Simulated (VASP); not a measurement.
Wanted: the native input for a VASP 6.6.1 run.

| Quantity | Value |
| --- | --- |
| Task | single point |
| Functional | PBE |
| Potentials or basis | VASP PAW PBE potentials, release 64 (C) |
| Cutoff | 520 eV |
| k mesh | 6 × 6 × 6 |
| Occupations | gaussian, width 0.05 eV |
| Spin | no spin polarisation |
| Dipole correction | no |
| Further INCAR settings | ALGO = Normal; EDIFF = 1e-06; NBANDS = 26 |

The structure of C lies in POSCAR:

```
C
1.0
    3.5714750644      0.0000000000      0.0000000000
    0.0000000000     -3.5714750644      0.0000000000
    0.0000000000      0.0000000000     -3.5714750644
C
8
Direct
    0.5000000000      0.0000000000      0.0000000000
    0.0000000000      0.5000000000      0.0000000000
    0.0000000000      0.0000000000      0.5000000000
    0.5000000000      0.5000000000      0.5000000000
    0.7500000000      0.7500000000      0.7500000000
    0.2500000000      0.2500000000      0.7500000000
    0.2500000000      0.7500000000      0.2500000000
    0.7500000000      0.2500000000      0.2500000000
```

One way to write it, as run:

INCAR

```
SYSTEM = C
  ALGO = Normal
  EDIFF = 1E-6
  ENCUT = 520
  GGA = PE
  ISIF = 2
  ISMEAR = 0
  LASPH = .TRUE.
  LCHARG = .FALSE.
  LREAL = .FALSE.
  LWAVE = .FALSE.
  NBANDS = 26
  NELM = 80
  PREC = Accurate
  SIGMA = 0.05
```

KPOINTS

```
k-points
0
G
  6 6 6
  0 0 0
```

Potentials or basis: VASP PAW PBE potentials, release 64 (C).

Command:

```sh
$ cat potpaw_PBE.64/C/POTCAR > POTCAR
$ mpirun -np 1 vasp_std > vasp.out
```

Results of the run:

| Item | Value |
| --- | --- |
| Pressure | 0.7 GPa |
| Band gap on the k mesh | 4.14 eV |

Wall time 19 s on 1 thread of Intel(R) Xeon(R) Platinum 8259CL CPU @ 2.50GHz (Skylake/Cascade Lake) (shared host), peak memory 0.15 GiB.
